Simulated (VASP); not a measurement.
# MgO (Fm-3m) in VASP: notebook

Runs on MgO. Level: LDA. Tasks: single point.

Program: VASP 6.6.1. These are calculated values, not measurements. Logs are shortened: lines on timing, memory, paths and dates and some standing lists are left out, and cuts for length are marked.

**The experiment to reproduce.**

From “Electronic structure of alkaline earth and post-transition metal oxides”, 2009, arxiv:0908.1581, for a bulk crystal of MgO: band gap 7.83 eV.

How close the calculation comes is told below.

## Step 1: The cell of the first run

It takes space group Fm-3m (No. 225, cubic). The conventional cell has a = 4.161 Å, b = 4.161 Å, c = 4.161 Å, α = 90.00°, β = 90.00°, γ = 90.00°. Within 2.8 Å of Mg (site symmetry m-3m) lie 6 O at 2.08 Å. O (site symmetry m-3m) has 6 Mg at 2.08 Å within 2.8 Å.

## Step 2: Single point, LDA

File INCAR:

```
SYSTEM = MgO
ALGO = Normal
EDIFF = 1E-6
ENCUT = 840
GGA_COMPAT = .False.
ISIF = 2
ISMEAR = 0
LASPH = .True.
LCHARG = .False.
LREAL = .False.
LWAVE = .False.
NBANDS = 60
NELM = 120
PREC = Accurate
SIGMA = 0.05
```

File KPOINTS:

```
k-points
0
Gamma
  9 9 2
  0 0 0
```

File POSCAR:

```
MgO
1.0
    2.0806186598     -2.0806186598      0.0000000000
    2.0806186598      0.0000000000     -2.0806186598
    8.3224746391      8.3224746391      8.3224746391
Mg O
6 6
Direct
    1.0000000000      0.0000000000      0.5000000000
    0.3333333333      0.3333333333      0.3333333333
    0.6666666667      0.6666666667      0.6666666667
    1.0000000000      1.0000000000      0.0000000000
    0.3333333333      0.3333333333      0.8333333333
    0.6666666667      0.6666666667      0.1666666667
    0.6666666667      0.6666666667      0.4166666667
    0.0000000000      0.0000000000      0.2500000000
    0.3333333333      0.3333333333      0.5833333333
    0.6666666667      0.6666666667      0.9166666667
    1.0000000000      1.0000000000      0.7500000000
    0.3333333333      0.3333333333      0.0833333333
```

Potentials or basis: VASP PAW LDA potentials, release 64 (Mg_sv, O).

On the command line:

```sh
$ cat potpaw_LDA.64/Mg_sv/POTCAR potpaw_LDA.64/O/POTCAR > POTCAR
$ mpirun -np 1 vasp_std > vasp.out
```

OUTCAR:

```text
SYSTEM = MgO
   EDIFF = 1E-6
   ENCUT = 840
   ISIF = 2
   ISMEAR = 0
   LASPH = .True.
   LREAL = .False.
   NELM = 120
   PREC = Accurate

 ion  position               nearest neighbor table
   1  0.000  0.000  0.500-   7 2.08   9 2.08   7 2.08   7 2.08   9 2.08   9 2.08
   2  0.333  0.333  0.333-   8 2.08   8 2.08   8 2.08   7 2.08   7 2.08   7 2.08
   3  0.667  0.667  0.667-  11 2.08  11 2.08  11 2.08   9 2.08   9 2.08   9 2.08
   4  0.000  0.000  0.000-  10 2.08  12 2.08  10 2.08  10 2.08  12 2.08  12 2.08
   5  0.333  0.333  0.833-  11 2.08  11 2.08  11 2.08  10 2.08  10 2.08  10 2.08
   6  0.667  0.667  0.167-   8 2.08   8 2.08   8 2.08  12 2.08  12 2.08  12 2.08
   7  0.667  0.667  0.417-   1 2.08   1 2.08   1 2.08   2 2.08   2 2.08   2 2.08
   8  0.000  0.000  0.250-   2 2.08   6 2.08   6 2.08   6 2.08   2 2.08   2 2.08
   9  0.333  0.333  0.583-   1 2.08   1 2.08   1 2.08   3 2.08   3 2.08   3 2.08
  10  0.667  0.667  0.917-   4 2.08   4 2.08   4 2.08   5 2.08   5 2.08   5 2.08
  11  0.000  0.000  0.750-   3 2.08   5 2.08   3 2.08   3 2.08   5 2.08   5 2.08
  12  0.333  0.333  0.083-   4 2.08   4 2.08   4 2.08   6 2.08   6 2.08   6 2.08

  LATTYP: Found a hexagonal cell.
 ALAT       =     2.9424391268
 C/A-ratio  =     4.8989794855

  Lattice vectors:

 A1 = (  -2.0806186598,   0.0000000000,   2.0806186598)
 A2 = (   2.0806186598,  -2.0806186598,   0.0000000000)
 A3 = (   8.3224746391,   8.3224746391,   8.3224746391)

Analysis of symmetry for initial positions (statically):
=====================================================================
 Subroutine PRICEL returns following result:

  LATTYP: Found a face centered cubic cell.
 ALAT       =     4.1612373202

  Lattice vectors:

 A1 = (  -2.0806186602,  -2.0806186600,  -0.0000000002)
 A2 = (  -0.0000000012,  -2.0806186604,   2.0806186592)
 A3 = (  -2.0806186598,   0.0000000000,   2.0806186598)

   6 primitive cells build up your supercell.

 Routine SETGRP: Setting up the symmetry group for a
 hexagonal supercell.

 Subroutine GETGRP returns: Found 12 space group operations
 (whereof 12 operations were pure point group operations)
 out of a pool of 24 trial point group operations.

The static configuration has the point symmetry D_3d.

Analysis of symmetry for dynamics (positions and initial velocities):
=====================================================================
 Subroutine PRICEL returns following result:

  LATTYP: Found a face centered cubic cell.
 ALAT       =     4.1612373202

  Lattice vectors:

 A1 = (  -2.0806186602,  -2.0806186600,  -0.0000000002)
 A2 = (  -0.0000000012,  -2.0806186604,   2.0806186592)
 A3 = (  -2.0806186598,   0.0000000000,   2.0806186598)

   6 primitive cells build up your supercell.

 Routine SETGRP: Setting up the symmetry group for a
 hexagonal supercell.

 Subroutine GETGRP returns: Found 12 space group operations
 (whereof 12 operations were pure point group operations)
 out of a pool of 24 trial point group operations.

The dynamic configuration has the point symmetry D_3d.

 Subroutine INISYM returns: Found 12 space group operations
 (whereof 12 operations are pure point group operations),
 and found     6 'primitive' translations

----------------------------------------------------------------------------------------

                                     Primitive cell

  volume of cell :      18.0139

  direct lattice vectors                    reciprocal lattice vectors
    -2.080618660 -2.080618660 -0.000000000    -0.240313139 -0.240313138 -0.240313139
    -0.000000001 -2.080618660  2.080618659     0.240313138 -0.240313139  0.240313138
    -2.080618660  0.000000000  2.080618660    -0.240313138  0.240313138  0.240313138

  length of vectors
     2.942439127  2.942439127  2.942439127     0.416234565  0.416234566  0.416234565

  position of ions in fractional coordinates (direct lattice)
     0.000000000  1.000000000  0.000000000
     0.500000000  0.500000000  0.500000000

  ion indices of the primitive-cell ions
   primitive index   ion index
                 1           1
                 2           8

----------------------------------------------------------------------------------------

 KPOINTS: k-points

Automatic generation of k-mesh.
 Grid dimensions read from file:
 generate k-points for:    9    9    2

 Generating k-lattice:

  Cartesian coordinates                     Fractional coordinates (reciprocal lattice)
     0.017800973 -0.035601946  0.017800973     0.111111111  0.000000000  0.000000000
     0.017800973  0.017800973 -0.035601946     0.000000000  0.111111111  0.000000000
     0.020026095  0.020026095  0.020026095     0.000000000  0.000000000  0.500000000

  Length of vectors
     0.043603301  0.043603301  0.034686214

  Shift w.r.t. Gamma in fractional coordinates (k-lattice)
     0.000000000  0.000000000  0.000000000

 Subroutine IBZKPT returns following result:
 ===========================================

 Found     24 irreducible k-points:

 Following reciprocal coordinates:
            Coordinates               Weight
  0.000000  0.000000  0.000000      1.000000
  0.111111  0.000000  0.000000      6.000000
  0.222222  0.000000  0.000000      6.000000
  0.333333  0.000000  0.000000      6.000000
  0.444444  0.000000  0.000000      6.000000
  0.222222  0.111111 -0.000000      6.000000
[... 16 lines left out ...]
 -0.444444  0.222222  0.500000     12.000000
 -0.333333  0.333333  0.500000      2.000000
   k-points           NKPTS =     24   k-points in BZ     NKDIM =     24   number of bands    NBANDS=     60
   number of dos      NEDOS =    301   number of ions     NIONS =     12
   total plane-waves  NPLWV = 109760
   dimension x,y,z NGX =    28 NGY =   28 NGZ =  140
   dimension x,y,z NGXF=    56 NGYF=   56 NGZF=  280
   ions per type =               6   6
   NGX,Y,Z   is equivalent  to a cutoff of  15.82, 15.82, 16.15 a.u.
   NGXF,Y,Z  is equivalent  to a cutoff of  31.64, 31.64, 32.29 a.u.
 SYSTEM =  MgO
   PREC   = accura    normal or accurate (medium, high low for compatibility)
   ISTART =      0    job   : 0-new  1-cont  2-samecut
   ICHARG =      2    charge: 1-file 2-atom 10-const
   ISPIN  =      1    spin polarized calculation?
   LNONCOLLINEAR =      F non collinear calculations
   LSORBIT =      F    spin-orbit coupling
   LASPH  =      T    aspherical Exc in radial PAW
   ENCUT  =  840.0 eV  61.74 Ry    7.86 a.u.   6.95  6.95 34.07*2*pi/ulx,y,z
   NELM   =    120;   NELMIN=  2; NELMDL= -5     # of ELM steps
   EDIFF  = 0.1E-05   stopping-criterion for ELM
   LREAL  =      F    real-space projection
   EDIFFG = 0.1E-04   stopping-criterion for IOM
   NSW    =      0    number of steps for IOM
   IBRION =     -1    ionic relax: 0-MD 1-quasi-New 2-CG
   NFREE  =      0    steps in history (QN), initial steepest desc. (CG)
   ISIF   =      2    stress and relaxation
   ISYM   =      2    0-nonsym 1-usesym 2-fastsym
   POTIM  = 0.5000    time-step for ionic-motion
   TEBEG  =    0.0;   TEEND  =   0.0 temperature during run
   PSTRESS=    0.0 pullay stress
   NELECT =      96.0000    total number of electrons
   NUPDOWN=      -1.0000    fix difference up-down
   EMIN   =  10.00;   EMAX   =-10.00  energy-range for DOS
   EFERMI =   0.00;   METHOD = LEGACY
   ISMEAR =     0;   SIGMA  =   0.05  broadening in eV -4-tet -1-fermi 0-gaus
   EFERMI_NEDOS =   21; number of points for ismear=-14 and -15
   IALGO  =     38    algorithm
   IMIX   =      4    mixing-type and parameters
     AMIX     =   0.40;   BMIX     =  1.00
     AMIX_MAG =   1.60;   BMIX_MAG =  1.00
  volume/ion in A,a.u.               =       9.01        60.78
  Fermi-wavevector in a.u.,A,eV,Ry     =   1.573665  2.973796 33.693769  2.476422
  Thomas-Fermi vector in A             =   2.674915
   LORBIT       =      0    0 simple, 1 ext, 2 COOP (PROOUT), +10 PAW based schemes
   GGA     = CA    functional components
   LHFCALC =     F    Hartree Fock is set to
   AEXX    =    0.0000 exact exchange contribution
   IVDW    =     0    specifies the selected vdW correction
   LEPSILON=     F    determine dielectric tensor
   LRPA    =     F    only Hartree local field effects (RPA)
 non-spin polarized calculation
 Gauss-broadening in eV      SIGMA  =   0.05
  energy-cutoff  :      840.00
  volume of cell :      108.08
 maximum number of plane-waves:      6010
   NGX = 13   NGY = 13   NGZ = 69

 number of electron      96.0000006 magnetization

 Free energy of the ion-electron system (eV)
  ---------------------------------------------------
  ext. energy  EPLUGINS =         0.00000000
  ---------------------------------------------------
  free energy    TOTEN  =       -79.40188689 eV

  energy without entropy =      -79.40188689  energy(sigma->0) =      -79.40188689

 E-fermi :   3.2382     XC(G=0): -12.1228

 val. band max:        2.8490431322   @ k =   0.0000   0.0000   0.0000
 cond. band min:       7.8793188600   @ k =   0.0000   0.0000   0.0000
 fundamental gap:      5.0302757278
 Fermi energy:         3.2381564404

 k-point     1 :       0.0000    0.0000    0.0000
  band No.  band energies     occupation
      1     -68.3697      2.00000
      2     -68.3670      2.00000
      3     -68.3670      2.00000
      4     -68.3614      2.00000
      5     -68.3614      2.00000
      6     -68.3583      2.00000
[... 52 lines left out ...]
     59      16.2777      0.00000
     60      18.5770      0.00000

 k-point     2 :       0.1111    0.0000    0.0000
  band No.  band energies     occupation
      1     -68.3685      2.00000
      2     -68.3660      2.00000
      3     -68.3660      2.00000
      4     -68.3606      2.00000
      5     -68.3606      2.00000
      6     -68.3579      2.00000
[... 1375 lines left out ...]
     59      15.0882      0.00000
     60      15.1570      0.00000

 k-point    24 :      -0.3333    0.3333    0.5000
  band No.  band energies     occupation
      1     -68.3557      2.00000
      2     -68.3557      2.00000
      3     -68.3557      2.00000
      4     -68.3557      2.00000
      5     -68.3557      2.00000
      6     -68.3557      2.00000
[... 52 lines left out ...]
     59      15.0237      0.00000
     60      15.0237      0.00000

------------------------ aborting loop because EDIFF is reached ----------------------------------------

  FORCE on cell =-STRESS in cart. coord.  units (eV):
  Direction    XX          YY          ZZ          XY          YZ          ZX
  --------------------------------------------------------------------------------------
  -------------------------------------------------------------------------------------
  Total        0.2637107      0.2637107      0.2637107      0.0001497      0.0001497      0.0001497
  in kB        3.9091261      3.9091261      3.9091261      0.0022190      0.0022190      0.0022190
  external PRESSURE =       3.9091261 kB  Pullay stress =       0.0000000 kB

 VOLUME and BASIS-vectors are now :
 -----------------------------------------------------------------------------
  energy-cutoff  :      840.00
  volume of cell :      108.08
      direct lattice vectors                 reciprocal lattice vectors
     2.080618660 -2.080618660  0.000000000     0.160208759 -0.320417518  0.160208759
     2.080618660  0.000000000 -2.080618660     0.160208759  0.160208759 -0.320417518
     8.322474639  8.322474639  8.322474639     0.040052190  0.040052190  0.040052190

 POSITION                                       TOTAL-FORCE (eV/Angst)
 -----------------------------------------------------------------------------------
      4.16124      4.16124      4.16124         0.000000      0.000000      0.000000
      4.16124      2.08062      2.08062         0.000000      0.000000      0.000000
      8.32247      4.16124      4.16124        -0.000000     -0.000000     -0.000000
      0.00000      0.00000      0.00000         0.000000      0.000000      0.000000
      8.32247      6.24186      6.24186         0.000000      0.000000      0.000000
      4.16124      0.00000      0.00000         0.000000      0.000000      0.000000
      6.24186      2.08062      2.08062        -0.000000     -0.000000     -0.000000
      2.08062      2.08062      2.08062        -0.000000     -0.000000     -0.000000
      6.24186      4.16124      4.16124         0.000000      0.000000      0.000000
     10.40309      6.24186      6.24186        -0.000000     -0.000000     -0.000000
      6.24186      6.24186      6.24186        -0.000000     -0.000000     -0.000000
      2.08062     -0.00000     -0.00000         0.000000      0.000000      0.000000
 -----------------------------------------------------------------------------------
    total drift:                                0.000000      0.000000     -0.000000

  FREE ENERGIE OF THE ION-ELECTRON SYSTEM (eV)
  ---------------------------------------------------
  free  energy   TOTEN  =       -79.4018868934 eV

  energy  without entropy=      -79.4018868934  energy(sigma->0) =      -79.40188689
```

It took 5.4 min on 1 thread of Intel Xeon Platinum 8259CL at 2.50GHz (Skylake/Cascade Lake), shared host; peak memory 0.38 GiB.

What came out:

```yaml
Free_energy: -79.4019 eV
Pressure: 0.4 GPa
Band_gap_on_the_k_mesh: 5.03 eV
```

Levels at points of the mesh, in eV from the valence-band top:
| k point | band 44 | band 45 | band 46 | band 47 | band 48 | band 49 | band 50 | band 51 | band 52 | band 53 |
| --- | --- | --- | --- | --- | --- | --- | --- | --- | --- | --- |
| (0.00, 0.00, 0.00) | -0.19 | -0.19 | 0.00 | 0.00 | 0.00 | 5.03 | 6.43 | 6.43 | 7.83 | 7.83 |
| (0.00, 0.00, 0.50) | -0.37 | -0.05 | -0.05 | -0.05 | -0.05 | 5.48 | 5.48 | 7.32 | 7.32 | 7.96 |

A k mesh can miss the band edges.

## Step 3: Single point, LDA

This run uses another cell than the first one: it holds 2 atoms, not 12.

File INCAR:

```
SYSTEM = MgO
PREC = Accurate
ENCUT = 840
EDIFF = 1E-6
ISMEAR = 0
SIGMA = 0.02
LREAL = .FALSE.
LASPH = .TRUE.
NELM = 120
ALGO = Normal
ISIF = 2
LWAVE = .FALSE.
LCHARG = .FALSE.
GGA = CA
NBANDS = 15
GGA_COMPAT = .FALSE.
```

File KPOINTS:

```
regular mesh
0
G
  10 10 10
  0 0 0
```

File POSCAR:

```
MgO
1.0
    0.0000000000      2.0803573067      2.0803573067
    2.0803573067      0.0000000000      2.0803573067
    2.0803573067      2.0803573067      0.0000000000
Mg O
1 1
Direct
    0.0000000000      0.0000000000      0.0000000000
    0.5000000000      0.5000000000      0.5000000000
```

Potentials or basis: VASP PAW LDA potentials, release 64 (Mg_sv, O).

On the command line:

```sh
$ cat potpaw_LDA.64/Mg_sv/POTCAR potpaw_LDA.64/O/POTCAR > POTCAR
$ mpirun -np 1 vasp_std > vasp.out
```

It took 12 s on 1 thread of Intel Xeon Platinum 8375C at 2.90GHz (Ice Lake), shared host; peak memory 0.15 GiB.

It converged, with:

* Free energy: -13.2335 eV
* Pressure: 0.4 GPa
* Band gap on the k mesh: 5.03 eV

Levels at points of the mesh, in eV from the valence-band top:
| k point | band 6 | band 7 | band 8 | band 9 | band 10 | band 11 |
| --- | --- | --- | --- | --- | --- | --- |
| (0.00, 0.00, 0.00) | 0.00 | 0.00 | 0.00 | 5.03 | 15.73 | 15.73 |
| (0.50, 0.00, 0.00) | -4.86 | -0.71 | -0.71 | 7.97 | 12.83 | 16.39 |
| (0.50, 0.50, 0.00) | -4.27 | -1.42 | -1.42 | 8.93 | 10.13 | 13.28 |

## Step 4: How close it comes

Step 3. Measured gap of MgO: 7.83 eV (quoted in “Electronic structure of alkaline earth and post-transition metal oxides”, 2009, arxiv:0908.1581). This calculation gives 5.03 eV (-2.80 eV). The value is that of LDA, without temperature or zero-point motion. Semilocal functionals fall short of measured gaps as a rule.
